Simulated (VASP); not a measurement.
# Na (P6_3/mmc) in VASP: single point with HSE06

Aim: the single point of Na with HSE06.

Everything below comes from runs of VASP 6.6.1. Logs are shortened: lines on timing, memory, paths and dates and some standing lists are left out, and cuts for length are marked.

### 1 The cell of the first run

Symmetry: P6_3/mmc, No. 194, hexagonal system. Conventional cell: a = 3.775 Å, b = 3.775 Å, c = 6.106 Å, α = 90.00°, β = 90.00°, γ = 120.00°. Within 4.9 Å of Na (site symmetry -6m2) lie 12 Na at 3.75 to 3.77 Å.

This isn't the form of Na at room conditions, which is bcc.

### 2 Single point, HSE06

The input, POSCAR:

```
Na
1.0
    3.7748954782      0.0000000000      0.0000000000
   -1.8874477391      3.2691553808      0.0000000000
    0.0000000000      0.0000000000      6.1061578197
Na
2
Direct
    0.3333333333      0.6666666667      0.7500000000
    0.6666666667      0.3333333333      0.2500000000
```

The input, INCAR.step1:

```
PREC     = Accurate       # precision mode
ENCUT    = 520            # plane-wave cutoff, eV
EDIFF    = 1E-5           # SCF threshold, eV
ISMEAR   = 0              # smearing method
SIGMA    = 0.05           # smearing width, eV
LREAL    = F              # projectors in reciprocal space
LASPH    = T              # aspherical terms in the spheres
NELM     = 100            # most SCF steps
ALGO     = Normal         # electronic algorithm
ISIF     = 2              # what is computed and relaxed
LWAVE    = T              # write WAVECAR
LCHARG   = F              # write CHGCAR
GGA      = PE             # functional
NBANDS   = 14             # bands
```

The input, INCAR.step2:

```
PREC     = Accurate       # precision mode
ENCUT    = 520            # plane-wave cutoff, eV
EDIFF    = 1E-7           # SCF threshold, eV
ISMEAR   = 0              # smearing method
SIGMA    = 0.05           # smearing width, eV
LREAL    = F              # projectors in reciprocal space
LASPH    = T              # aspherical terms in the spheres
NELM     = 100            # most SCF steps
ALGO     = Normal         # electronic algorithm
ISIF     = 2              # what is computed and relaxed
LWAVE    = F              # write WAVECAR
LCHARG   = F              # write CHGCAR
GGA      = PE             # functional
LHFCALC  = T              # exact exchange
HFSCREEN = 0.2079         # screening, 1/A
PRECFOCK = Normal       
ISTART   = 1            
NBANDS   = 14             # bands
```

The input, KPOINTS:

```
regular mesh
0
Gamma
  6 6 4
```

Potentials or basis: VASP PAW PBE potentials, release 64 (Na_pv).

Run with:

```sh
cat potpaw_PBE.64/Na_pv/POTCAR > POTCAR
cp INCAR.step1 INCAR
mpirun -np 1 vasp_std > vasp.out
cp INCAR.step2 INCAR
mpirun -np 1 vasp_std > vasp.out
```

OUTCAR:

```text
PREC = Accurate
   ENCUT = 520
   EDIFF = 1E-7
   ISMEAR = 0
   LREAL = F
   LASPH = T
   NELM = 100
   ISIF = 2
   GGA = PE
   LHFCALC = T
   HFSCREEN = 0.2079
   PRECFOCK = Normal
   ISTART = 1

 ion  position               nearest neighbor table
   1  0.333  0.667  0.750-
   2  0.667  0.333  0.250-

  LATTYP: Found a hexagonal cell.
 ALAT       =     3.7748954782
 C/A-ratio  =     1.6175700374

  Lattice vectors:

 A1 = (   3.7748954782,   0.0000000000,   0.0000000000)
 A2 = (  -1.8874477391,   3.2691553808,   0.0000000000)
 A3 = (   0.0000000000,   0.0000000000,   6.1061578197)

Analysis of symmetry for initial positions (statically):
=====================================================================
 Subroutine PRICEL returns:
 Original cell was already a primitive cell.

 Routine SETGRP: Setting up the symmetry group for a
 hexagonal supercell.

 Subroutine GETGRP returns: Found 24 space group operations
 (whereof 12 operations were pure point group operations)
 out of a pool of 24 trial point group operations.

The static configuration has the point symmetry D_3d.
 The point group associated with its full space group is D_6h.

Analysis of symmetry for dynamics (positions and initial velocities):
=====================================================================
 Subroutine PRICEL returns:
 Original cell was already a primitive cell.

 Routine SETGRP: Setting up the symmetry group for a
 hexagonal supercell.

 Subroutine GETGRP returns: Found 24 space group operations
 (whereof 12 operations were pure point group operations)
 out of a pool of 24 trial point group operations.

The dynamic configuration has the point symmetry D_3d.
 The point group associated with its full space group is D_6h.

 Subroutine INISYM returns: Found 24 space group operations
 (whereof 12 operations are pure point group operations),
 and found     1 'primitive' translations

----------------------------------------------------------------------------------------

                                     Primitive cell

  volume of cell :      75.3544

  direct lattice vectors                    reciprocal lattice vectors
     3.774895478  0.000000000  0.000000000     0.264907997  0.152944703  0.000000000
    -1.887447739  3.269155381  0.000000000     0.000000000  0.305889407  0.000000000
[... 98 lines left out ...]
   IALGO  =     38    algorithm
   IMIX   =      1    mixing-type and parameters
     AMIX     =   0.40;   BMIX     =  1.00
     AMIX_MAG =   1.60;   BMIX_MAG =  1.00
  volume/ion in A,a.u.               =      37.68       254.26
  Fermi-wavevector in a.u.,A,eV,Ry     =   0.934146  1.765280 11.872830  0.872628
  Thomas-Fermi vector in A             =   2.060920
   LORBIT       =      0    0 simple, 1 ext, 2 COOP (PROOUT), +10 PAW based schemes
   GGA     = PE    functional components
   LHFCALC =     T    Hartree Fock is set to
   PRECFOCK=normal    Normal, Fast or Accurate (Low or Medium for compatibility)
   ENCUT4O =  -1.0   cutoff for four orbital integrals eV
   NKREDX  =     1    reduce k-point grid by
   NKREDY  =     1    reduce k-point grid by
   NKREDZ  =     1    reduce k-point grid by
   AEXX    =    0.2500 exact exchange contribution
   HFSCREEN=    0.2079 screening length (either q_TF or 0.3 A-1)
   HFSCREENC=   0.2079 screening length for correlation (either q_TF or 0.3 A-1)
   ENCUTFOCK=  -1.0 apply spherical cutoff to Coloumb kernel
   IVDW    =     0    specifies the selected vdW correction
   LEPSILON=     F    determine dielectric tensor
   LRPA    =     F    only Hartree local field effects (RPA)
 non-spin polarized calculation
 Gauss-broadening in eV      SIGMA  =   0.05
  energy-cutoff  :      520.00
  volume of cell :       75.35
 maximum number of plane-waves:      2056
 NGX is ok and might be reduce to    28
  NGX = 24; NGY = 24; NGZ = 36

 number of electron      14.0000007 magnetization

 Free energy of the ion-electron system (eV)
  ---------------------------------------------------
  ext. energy  EPLUGINS =         0.00000000
  ---------------------------------------------------
  free energy    TOTEN  =        -2.82219550 eV

  energy without entropy =       -2.82114573  energy(sigma->0) =       -2.82167062

 E-fermi :   0.0834     XC(G=0):  -5.4869

 val. band max:        0.0222137813   @ k =   0.3333   0.1667   0.2500
 cond. band min:       0.5311796153   @ k =   0.5000   0.0000   0.0000
 fundamental gap:      0.5089658340
 Fermi energy:         0.0834373632

 k-point     1 :       0.0000    0.0000    0.0000
  band No.  band energies     occupation
      1     -27.6563      2.00000
      2     -27.6288      2.00000
      3     -27.6288      2.00000
      4     -27.6249      2.00000
      5     -27.6247      2.00000
      6     -27.6247      2.00000
      7      -3.5211      2.00000
      8       0.9676      0.00000
      9       1.4666      0.00000
     10      10.6579      0.00000
     11      10.6579      0.00000
     12      11.0356      0.00000
     13      11.0356      0.00000
     14      11.2123      0.00000
[... 326 lines left out ...]
      1     -27.6490      2.00000
      2     -27.6490      2.00000
      3     -27.6422      2.00000
      4     -27.6422      2.00000
      5     -27.6300      2.00000
      6     -27.6300      2.00000
      7       2.5741      0.00000
      8       2.5741      0.00000
      9       2.7380      0.00000
     10       2.7380      0.00000
     11       3.6844      0.00000
     12       3.6844      0.00000
     13      10.6559      0.00000
     14      10.6559      0.00000

------------------------ aborting loop because EDIFF is reached ----------------------------------------

  FORCE on cell =-STRESS in cart. coord.  units (eV):
  Direction    XX          YY          ZZ          XY          YZ          ZX
  --------------------------------------------------------------------------------------
  -------------------------------------------------------------------------------------
  Total        0.0877077      0.0877077     -0.1932735     -0.0000000     -0.0000000      0.0000000
  in kB        1.8648324      1.8648324     -4.1093625     -0.0000000     -0.0000000      0.0000000
  external PRESSURE =      -0.1265659 kB  Pullay stress =       0.0000000 kB

 VOLUME and BASIS-vectors are now :
 -----------------------------------------------------------------------------
  energy-cutoff  :      520.00
  volume of cell :       75.35
      direct lattice vectors                 reciprocal lattice vectors
     3.774895478  0.000000000  0.000000000     0.264907997  0.152944703  0.000000000
    -1.887447739  3.269155381  0.000000000     0.000000000  0.305889407  0.000000000
     0.000000000  0.000000000  6.106157820     0.000000000  0.000000000  0.163769105

 POSITION                                       TOTAL-FORCE (eV/Angst)
 -----------------------------------------------------------------------------------
     -0.00000      2.17944      4.57962        -0.000000     -0.000000     -0.000000
      1.88745      1.08972      1.52654         0.000000      0.000000      0.000000
 -----------------------------------------------------------------------------------
    total drift:                               -0.000000      0.000000     -0.000000

  FREE ENERGIE OF THE ION-ELECTRON SYSTEM (eV)
  ---------------------------------------------------
  free  energy   TOTEN  =        -2.8221955001 eV

  energy  without entropy=       -2.8211457335  energy(sigma->0) =       -2.82167062
```

OUTCAR.step1:

```text
PREC = Accurate
   ENCUT = 520
   EDIFF = 1E-5
   ISMEAR = 0
   LREAL = F
   LASPH = T
[... 575 lines left out ...]
 -----------------------------------------------------------------------------------
     -0.00000      2.17944      4.57962        -0.000000      0.000000      0.000000
      1.88745      1.08972      1.52654         0.000000     -0.000000      0.000000
 -----------------------------------------------------------------------------------
    total drift:                               -0.000000      0.000000     -0.000000

  FREE ENERGIE OF THE ION-ELECTRON SYSTEM (eV)
  ---------------------------------------------------
  free  energy   TOTEN  =        -2.6313979738 eV

  energy  without entropy=       -2.6303482073  energy(sigma->0) =       -2.63087309
```

OSZICAR.step1:

```text
N       E                     dE             d eps       ncg     rms          rms(c)
DAV:   1     0.103792890264E+03    0.10379E+03   -0.75100E+03   588   0.954E+02
DAV:   2     0.147363728029E+01   -0.10232E+03   -0.10120E+03   594   0.282E+02
DAV:   3    -0.257546424220E+01   -0.40491E+01   -0.40456E+01   750   0.635E+01
DAV:   4    -0.263146367211E+01   -0.55999E-01   -0.55997E-01   678   0.807E+00
DAV:   5    -0.263270019370E+01   -0.12365E-02   -0.12365E-02   726   0.122E+00    0.284E-01
DAV:   6    -0.263196024627E+01    0.73995E-03   -0.10325E-03   736   0.397E-01    0.191E-01
DAV:   7    -0.263141518067E+01    0.54507E-03   -0.17717E-03   770   0.453E-01    0.226E-02
DAV:   8    -0.263139795995E+01    0.17221E-04   -0.12093E-04   726   0.188E-01    0.382E-03
DAV:   9    -0.263139797384E+01   -0.13894E-07   -0.17033E-06   348   0.210E-02
   1 F= -.26313980E+01 E0= -.26308731E+01  d E =-.104977E-02
```

It took 23 min on 1 thread of Intel Xeon Platinum 8488C (Sapphire Rapids), shared host; peak memory 0.3 GiB.

Results:

```
Free energy            : -2.8222 eV
Pressure               : 0.0 GPa
Band gap on the k mesh : zero (bands 7 and 8 overlap by 4.85 eV)
```

Levels at points of the mesh, in eV from the Fermi level:
```
           k point  band 4  band 5  band 6  band 7  band 8  band 9  band 10  band 11
(0.00, 0.00, 0.00)  -27.71  -27.71  -27.71   -3.60    0.88    1.38    10.57    10.57
(0.50, 0.00, 0.00)  -27.72  -27.72  -27.71    0.45    0.61    4.41     4.45     4.96
(0.00, 0.00, 0.50)  -27.71  -27.71  -27.71   -2.36   -2.36    6.24     6.24    11.18
(0.50, 0.00, 0.50)  -27.72  -27.72  -27.72    1.38    1.38    1.92     1.92     8.33
```

Caveat: the PAW data sets were made with another functional, which shifts forces and pressure a little.
